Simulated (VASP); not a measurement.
# In13Ga3As3P13 (P1) in VASP: single point with r2SCAN

Aim: the single point of In13Ga3As3P13 with r2SCAN.

Program: VASP 6.6.1. These are calculated values, not measurements. Logs are shortened: lines on timing, memory, paths and dates and some standing lists are left out, and cuts for length are marked.

## Step 1: The cell of the first run

The typed cell holds 64 atoms: a = 11.681 Å, b = 11.681 Å, c = 11.681 Å, α = 90.00°, β = 90.00°, γ = 90.00°.

## Step 2: Single point, r2SCAN

Contents of POSCAR:

```
In13Ga3As3P13
1.0
   11.6813950000      0.0000000000      0.0000000000
    0.0000000000     11.6813950000      0.0000000000
    0.0000000000      0.0000000000     11.6813950000
In Ga P As
26 6 26 6
Direct
    0.9972380000      0.0024370000      0.0008100000
    0.9975150000      0.0028690000      0.5002000000
    0.9956690000      0.4978040000      0.0014850000
    0.9944610000      0.4976620000      0.4969610000
    0.4969270000      0.9975760000      0.9994110000
    0.5051020000      0.9996610000      0.4965460000
    0.5069500000      0.4990110000      0.5006710000
    0.2481350000      0.2499380000      0.9971760000
    0.2493680000      0.2499500000      0.4999000000
    0.2564200000      0.7477630000      0.0002730000
    0.2476480000      0.7504970000      0.5003990000
    0.7480600000      0.7433570000      0.0050750000
    0.7453260000      0.7476690000      0.4973310000
    0.2522310000      0.9976660000      0.2503680000
    0.2482970000      0.9997960000      0.7525010000
    0.2474610000      0.5023280000      0.2478450000
    0.2544570000      0.5019100000      0.7519790000
    0.7516180000      0.9990380000      0.2530560000
    0.7509520000      0.0067990000      0.7466270000
    0.7499690000      0.5006710000      0.7488580000
    0.9931770000      0.2518330000      0.2504340000
    0.9952560000      0.2517540000      0.7491570000
    0.9971360000      0.7475950000      0.2499310000
    0.0001790000      0.7509640000      0.7500900000
    0.5067670000      0.2553980000      0.2536450000
    0.5023570000      0.2497550000      0.7490970000
    0.5052010000      0.5081430000      0.0035160000
    0.7536770000      0.2556150000      0.0029440000
    0.7511900000      0.2531740000      0.4975580000
    0.7458390000      0.4974110000      0.2492750000
    0.5053770000      0.7485180000      0.2453010000
    0.5016010000      0.7410950000      0.7522600000
    0.1241290000      0.1258880000      0.1270720000
    0.1237450000      0.1253700000      0.6265740000
    0.1229190000      0.6255590000      0.1221890000
    0.1227800000      0.6222880000      0.6244660000
    0.6323750000      0.1347100000      0.6141950000
    0.6207300000      0.6181430000      0.1339890000
    0.6201790000      0.6296070000      0.6318130000
    0.3764830000      0.3753910000      0.6237240000
    0.3832480000      0.8673640000      0.1321130000
    0.8617210000      0.3774330000      0.1266140000
    0.8663530000      0.3694280000      0.6180650000
    0.8740990000      0.8743160000      0.1254040000
    0.8735270000      0.8746590000      0.6228750000
    0.3769080000      0.1264130000      0.3742870000
    0.3744710000      0.1248240000      0.8739400000
    0.3902260000      0.6236000000      0.8767600000
    0.8672530000      0.1315570000      0.3826240000
    0.8681070000      0.1347260000      0.8826340000
    0.8650990000      0.6171760000      0.3664720000
    0.8754370000      0.6246810000      0.8747000000
    0.1240470000      0.3749660000      0.3734150000
    0.1229830000      0.3767510000      0.8734520000
    0.1216330000      0.8758040000      0.3749980000
    0.1251290000      0.8745940000      0.8784060000
    0.6404630000      0.3766030000      0.3775160000
    0.6197410000      0.8676520000      0.3653020000
    0.6326150000      0.1300470000      0.1184040000
    0.3816750000      0.3827920000      0.1177420000
    0.3832480000      0.8681890000      0.6332380000
    0.3831340000      0.6310810000      0.3686690000
    0.6259380000      0.3775780000      0.8881660000
    0.6211990000      0.8676860000      0.8676990000
```

Contents of INCAR.step1:

```
SYSTEM = In13Ga3As3P13
PREC = Accurate
ENCUT = 520
ISMEAR = -1
SIGMA = 0.05
LREAL = Auto
LASPH = .True.
NELM = 60
NBANDS = 326
GGA = PE
ALGO = Normal
EDIFF = 1E-4
LWAVE = .True.
LCHARG = .False.
```

Contents of INCAR.step2:

```
SYSTEM = In13Ga3As3P13
PREC = Accurate
ENCUT = 520
EDIFF = 1E-6
ISMEAR = -1
SIGMA = 0.05
LREAL = Auto
LASPH = .True.
NELM = 60
ALGO = Normal
ISIF = 2
LWAVE = .False.
LCHARG = .False.
METAGGA = R2SCAN
LMIXTAU = .True.
NBANDS = 326
ISTART = 1
```

Contents of KPOINTS:

```
Automatic mesh
0
Gamma
  1 1 1
  0 0 0
```

Potentials or basis: VASP PAW PBE potentials, release 64 (In_d, Ga_d, P, As).

Launch:

```bash
cat potpaw_PBE.64/In_d/POTCAR potpaw_PBE.64/Ga_d/POTCAR potpaw_PBE.64/P/POTCAR potpaw_PBE.64/As/POTCAR > POTCAR
cp INCAR.step1 INCAR
mpirun -np 1 vasp_gam > vasp.out
cp INCAR.step2 INCAR
mpirun -np 1 vasp_gam > vasp.out
```

OUTCAR:

```text
SYSTEM = In13Ga3As3P13
   PREC = Accurate
   ENCUT = 520
   EDIFF = 1E-6
   ISMEAR = -1
   LREAL = Auto
   LASPH = .True.
   NELM = 60
   ISIF = 2
   METAGGA = R2SCAN
   ISTART = 1

 ion  position               nearest neighbor table
   1  0.997  0.002  0.001-  44 2.54  33 2.54  56 2.55  50 2.56
   2  0.998  0.003  0.500-  45 2.53  34 2.53  55 2.54  49 2.54
   3  0.996  0.498  0.001-  52 2.52  35 2.53  54 2.54  42 2.56
   4  0.994  0.498  0.497-  53 2.54  43 2.55  51 2.56  36 2.57
   5  0.497  0.998  0.999-  47 2.53  41 2.55  64 2.60  59 2.62
   6  0.505  1.000  0.497-  46 2.54  58 2.55  37 2.57  61 2.63
   7  0.507  0.499  0.501-  39 2.53  40 2.54  57 2.56  62 2.62  13 4.02
   8  0.248  0.250  0.997-  47 2.53  54 2.53  33 2.55  60 2.61
   9  0.249  0.250  0.500-  40 2.54  46 2.54  53 2.54  34 2.54
  10  0.256  0.748  0.000-  35 2.55  41 2.55  56 2.56  48 2.57
  11  0.248  0.750  0.500-  55 2.54  36 2.54  61 2.61  62 2.61
  12  0.748  0.743  0.005-  52 2.54  44 2.55  38 2.57  64 2.62
  13  0.745  0.748  0.497-  58 2.55  39 2.55  45 2.57  51 2.57   7 4.02
  14  0.252  0.998  0.250-  55 2.54  46 2.55  33 2.56  41 2.56
  15  0.248  1.000  0.753-  47 2.51  56 2.52  34 2.54  61 2.61
  16  0.247  0.502  0.248-  35 2.52  53 2.54  60 2.59  62 2.60
  17  0.254  0.502  0.752-  40 2.54  54 2.55  36 2.56  48 2.58
  18  0.752  0.999  0.253-  44 2.53  58 2.54  49 2.55  59 2.60
  19  0.751  0.007  0.747-  45 2.55  37 2.56  50 2.57  64 2.63
[... 43 lines left out ...]
  63  0.626  0.378  0.888-  28 2.46  27 2.48  20 2.61  26 2.64
  64  0.621  0.868  0.868-  32 2.44   5 2.60  12 2.62  19 2.63

  LATTYP: Found a simple cubic cell.
 ALAT       =    11.6813950000

  Lattice vectors:

 A1 = (  11.6813950000,   0.0000000000,   0.0000000000)
 A2 = (   0.0000000000,  11.6813950000,   0.0000000000)
 A3 = (   0.0000000000,   0.0000000000,  11.6813950000)

Analysis of symmetry for initial positions (statically):
=====================================================================
 Subroutine PRICEL returns:
 Original cell was already a primitive cell.

 Routine SETGRP: Setting up the symmetry group for a
 simple cubic supercell.

 Subroutine GETGRP returns: Found  1 space group operations
 (whereof  1 operations were pure point group operations)
 out of a pool of 48 trial point group operations.

The static configuration has the point symmetry C_1 .

Analysis of symmetry for dynamics (positions and initial velocities):
=====================================================================
 Subroutine PRICEL returns:
 Original cell was already a primitive cell.

 Routine SETGRP: Setting up the symmetry group for a
 simple cubic supercell.

 Subroutine GETGRP returns: Found  1 space group operations
 (whereof  1 operations were pure point group operations)
 out of a pool of 48 trial point group operations.

The dynamic configuration has the point symmetry C_1 .

 Subroutine INISYM returns: Found  1 space group operations
 (whereof  1 operations are pure point group operations),
 and found     1 'primitive' translations

----------------------------------------------------------------------------------------

                                     Primitive cell

  volume of cell :    1593.9846

  direct lattice vectors                    reciprocal lattice vectors
    11.681395000  0.000000000  0.000000000     0.085606214  0.000000000  0.000000000
     0.000000000 11.681395000  0.000000000     0.000000000  0.085606214  0.000000000
     0.000000000  0.000000000 11.681395000     0.000000000  0.000000000  0.085606214

  length of vectors
    11.681395000 11.681395000 11.681395000     0.085606214  0.085606214  0.085606214

  position of ions in fractional coordinates (direct lattice)
     0.997238000  0.002437000  0.000810000
     0.997515000  0.002869000  0.500200000
     0.995669000  0.497804000  0.001485000
     0.994461000  0.497662000  0.496961000
     0.496927000  0.997576000  0.999411000
     0.505102000  0.999661000  0.496546000
[... 56 lines left out ...]
     0.625938000  0.377578000  0.888166000
     0.621199000  0.867686000  0.867699000

  ion indices of the primitive-cell ions
   primitive index   ion index
                 1           1
                 2           2
                 3           3
                 4           4
                 5           5
                 6           6
[... 56 lines left out ...]
                63          63
                64          64

----------------------------------------------------------------------------------------

 KPOINTS: Automatic mesh

Automatic generation of k-mesh.
 Grid dimensions read from file:
 generate k-points for:    1    1    1

 Generating k-lattice:

  Cartesian coordinates                     Fractional coordinates (reciprocal lattice)
     0.085606214  0.000000000  0.000000000     1.000000000  0.000000000  0.000000000
     0.000000000  0.085606214  0.000000000     0.000000000  1.000000000  0.000000000
     0.000000000  0.000000000  0.085606214     0.000000000  0.000000000  1.000000000

  Length of vectors
     0.085606214  0.085606214  0.085606214

  Shift w.r.t. Gamma in fractional coordinates (k-lattice)
     0.000000000  0.000000000  0.000000000

 Subroutine IBZKPT returns following result:
 ===========================================

 Found      1 irreducible k-points:

 Following reciprocal coordinates:
            Coordinates               Weight
  0.000000  0.000000  0.000000      1.000000
   k-points           NKPTS =      1   k-points in BZ     NKDIM =      1   number of bands    NBANDS=    326
   number of dos      NEDOS =    301   number of ions     NIONS =     64
   total plane-waves  NPLWV = 729000
   dimension x,y,z NGX =    90 NGY =   90 NGZ =   90
   dimension x,y,z NGXF=   180 NGYF=  180 NGZF=  180
   ions per type =              26   6  26   6
   NGX,Y,Z   is equivalent  to a cutoff of  12.81, 12.81, 12.81 a.u.
   NGXF,Y,Z  is equivalent  to a cutoff of  25.62, 25.62, 25.62 a.u.
 SYSTEM =  In13Ga3As3P13
   PREC   = accura    normal or accurate (medium, high low for compatibility)
   ISTART =      1    job   : 0-new  1-cont  2-samecut
   ICHARG =      0    charge: 1-file 2-atom 10-const
   ISPIN  =      1    spin polarized calculation?
   LNONCOLLINEAR =      F non collinear calculations
   LSORBIT =      F    spin-orbit coupling
   LASPH  =      T    aspherical Exc in radial PAW
   ENCUT  =  520.0 eV  38.22 Ry    6.18 a.u.  21.72 21.72 21.72*2*pi/ulx,y,z
   NELM   =     60;   NELMIN=  2; NELMDL=  0     # of ELM steps
   EDIFF  = 0.1E-05   stopping-criterion for ELM
   LREAL  =      T    real-space projection
   EDIFFG = 0.1E-04   stopping-criterion for IOM
   NSW    =      0    number of steps for IOM
   IBRION =     -1    ionic relax: 0-MD 1-quasi-New 2-CG
   NFREE  =      0    steps in history (QN), initial steepest desc. (CG)
   ISIF   =      2    stress and relaxation
   ISYM   =      2    0-nonsym 1-usesym 2-fastsym
   POTIM  = 0.5000    time-step for ionic-motion
   TEBEG  =    0.0;   TEEND  =   0.0 temperature during run
   PSTRESS=    0.0 pullay stress
   NELECT =     576.0000    total number of electrons
   NUPDOWN=      -1.0000    fix difference up-down
   EMIN   =  10.00;   EMAX   =-10.00  energy-range for DOS
   EFERMI =   0.00;   METHOD = LEGACY
   ISMEAR =    -1;   SIGMA  =   0.05  broadening in eV -4-tet -1-fermi 0-gaus
   EFERMI_NEDOS =   21; number of points for ismear=-14 and -15
   IALGO  =     38    algorithm
   IMIX   =      4    mixing-type and parameters
     AMIX     =   0.40;   BMIX     =  1.00
     AMIX_MAG =   1.60;   BMIX_MAG =  1.00
  volume/ion in A,a.u.               =      24.91       168.07
  Fermi-wavevector in a.u.,A,eV,Ry     =   1.166060  2.203534 18.499791  1.359696
  Thomas-Fermi vector in A             =   2.302578
   LORBIT       =      0    0 simple, 1 ext, 2 COOP (PROOUT), +10 PAW based schemes
   METAGGA = R2SCAN    functional components
   LHFCALC =     F    Hartree Fock is set to
   AEXX    =    0.0000 exact exchange contribution
   IVDW    =     0    specifies the selected vdW correction
   LEPSILON=     F    determine dielectric tensor
   LRPA    =     F    only Hartree local field effects (RPA)
 non-spin polarized calculation
  energy-cutoff  :      520.00
  volume of cell :     1593.98
 maximum number of plane-waves:     21466
 NGX is ok and might be reduce to    90
   NGX = 43   NGY = 43   NGZ = 43

 number of electron     576.0000016 magnetization

 Free energy of the ion-electron system (eV)
  ---------------------------------------------------
  ext. energy  EPLUGINS =         0.00000000
  ---------------------------------------------------
  free energy    TOTEN  =      -998.09844550 eV

  energy without entropy =     -998.09827432  energy(sigma->0) =     -998.09835991

 E-fermi :   5.2772     XC(G=0):  -9.8923

 val. band max:        4.7637578905   @ k =   0.0000   0.0000   0.0000
 cond. band min:       5.7502599295   @ k =   0.0000   0.0000   0.0000
 fundamental gap:      0.9865020390
 Fermi energy:         5.2772235365

 k-point     1 :       0.0000    0.0000    0.0000
  band No.  band energies     occupation
      1     -10.4455      2.00000
      2     -10.4418      2.00000
      3     -10.4389      2.00000
      4     -10.3923      2.00000
      5     -10.3879      2.00000
      6     -10.3808      2.00000
[... 292 lines left out ...]
    299       7.1109      0.00000
    300       7.3257      0.00000
 [bands above 300 left out]

------------------------ aborting loop because EDIFF is reached ----------------------------------------

  FORCE on cell =-STRESS in cart. coord.  units (eV):
  Direction    XX          YY          ZZ          XY          YZ          ZX
  --------------------------------------------------------------------------------------
  -------------------------------------------------------------------------------------
  Total        7.9789861      6.9077719      7.3061907      0.3429658     -0.2386313     -0.0899888
  in kB        8.0199962      6.9432762      7.3437428      0.3447285     -0.2398578     -0.0904513
  external PRESSURE =       7.4356717 kB  Pullay stress =       0.0000000 kB

 VOLUME and BASIS-vectors are now :
 -----------------------------------------------------------------------------
  energy-cutoff  :      520.00
  volume of cell :     1593.98
      direct lattice vectors                 reciprocal lattice vectors
    11.681395000  0.000000000  0.000000000     0.085606214  0.000000000  0.000000000
     0.000000000 11.681395000  0.000000000     0.000000000  0.085606214  0.000000000
     0.000000000  0.000000000 11.681395000     0.000000000  0.000000000  0.085606214

 POSITION                                       TOTAL-FORCE (eV/Angst)
 -----------------------------------------------------------------------------------
     11.64913      0.02847      0.00946        -0.004104     -0.007618     -0.009344
     11.65237      0.03351      5.84303         0.001732     -0.006006     -0.005352
     11.63080      5.81505      0.01735         0.000020      0.015209     -0.001262
     11.61669      5.81339      5.80520         0.010741     -0.009293     -0.001052
      5.80480     11.65308     11.67451         0.034723      0.003551      0.009922
      5.90030     11.67744      5.80035         0.002995     -0.002158     -0.002129
[... 56 lines left out ...]
      7.31183      4.41064     10.37502        -0.004245     -0.002706      0.012911
      7.25647     10.13578     10.13593         0.014452      0.008161     -0.000373
 -----------------------------------------------------------------------------------
    total drift:                                0.054727     -0.073622      0.015227

  FREE ENERGIE OF THE ION-ELECTRON SYSTEM (eV)
  ---------------------------------------------------
  free  energy   TOTEN  =      -998.0984454983 eV

  energy  without entropy=     -998.0982743214  energy(sigma->0) =     -998.09835991
```

It took 1.5 h on 1 thread of Oxide Virtual Turin-like, shared host; peak memory 1.6 GiB.

What came out:

* Free energy: -998.0984 eV
* Pressure: 0.7 GPa
* Largest force: 0.043 eV/Å
* Band gap on the k mesh: 0.99 eV

Forces in eV/Å, atoms in the order of the input:
```
In  -0.004 -0.008 -0.009
In   0.002 -0.006 -0.005
In   0.000  0.015 -0.001
In   0.011 -0.009 -0.001
In   0.035  0.004  0.010
In   0.003 -0.002 -0.002
In   0.006  0.003 -0.011
In   0.024  0.004 -0.004
In   0.002  0.009  0.002
In   0.004 -0.009  0.001
In   0.034 -0.006  0.000
In  -0.008  0.015 -0.009
In  -0.019  0.002  0.000
In  -0.001 -0.003  0.006
In   0.021  0.002 -0.010
In   0.019 -0.010  0.008
In   0.003 -0.009  0.010
In  -0.016  0.009 -0.014
In  -0.031 -0.026  0.017
In  -0.014  0.008  0.020
In   0.016 -0.023 -0.005
In  -0.015 -0.013  0.012
In  -0.010  0.011 -0.018
In  -0.003 -0.008  0.012
In   0.009 -0.001 -0.011
In   0.005  0.009  0.024
Ga   0.000 -0.032  0.008
Ga  -0.033 -0.003 -0.001
Ga  -0.007  0.010 -0.001
Ga  -0.019 -0.009  0.010
Ga  -0.008  0.013  0.015
Ga   0.016  0.025  0.001
P    0.000  0.001  0.011
P   -0.003  0.009  0.001
P    0.002  0.011 -0.003
P    0.001 -0.007 -0.017
P   -0.001 -0.003  0.002
P    0.014 -0.017 -0.007
P    0.009  0.013 -0.004
P    0.002 -0.001  0.004
P   -0.010 -0.002  0.011
P   -0.013  0.007  0.017
P    0.019  0.011 -0.008
P    0.005 -0.009 -0.007
P   -0.021 -0.009  0.008
P    0.012  0.010 -0.010
P    0.004  0.024  0.003
P   -0.005 -0.016  0.013
P    0.014  0.017 -0.003
P   -0.017 -0.001  0.009
P   -0.014 -0.014 -0.005
P   -0.003  0.010 -0.011
P   -0.013  0.007 -0.006
P   -0.007  0.003 -0.018
P    0.002 -0.009 -0.007
P   -0.015 -0.012  0.012
P   -0.008 -0.001 -0.024
P   -0.005 -0.019  0.008
As  -0.003  0.025 -0.010
As   0.019  0.003 -0.008
As   0.007 -0.012 -0.012
As  -0.004  0.012 -0.002
As  -0.004 -0.003  0.013
As   0.014  0.008  0.000
```

Levels at points of the mesh, in eV from the valence-band top:
```
           k point  band 286  band 287  band 288  band 289  band 290  band 291
(0.00, 0.00, 0.00)     -0.03     -0.02      0.00      0.99      1.62      1.63
```

Caveat: the k points lie up to 0.54 Å⁻¹ apart; the PAW data sets were made with another functional, which shifts forces and pressure a little; spin-orbit coupling is left out, which moves the levels of the heavy elements. A k mesh can miss the band edges.
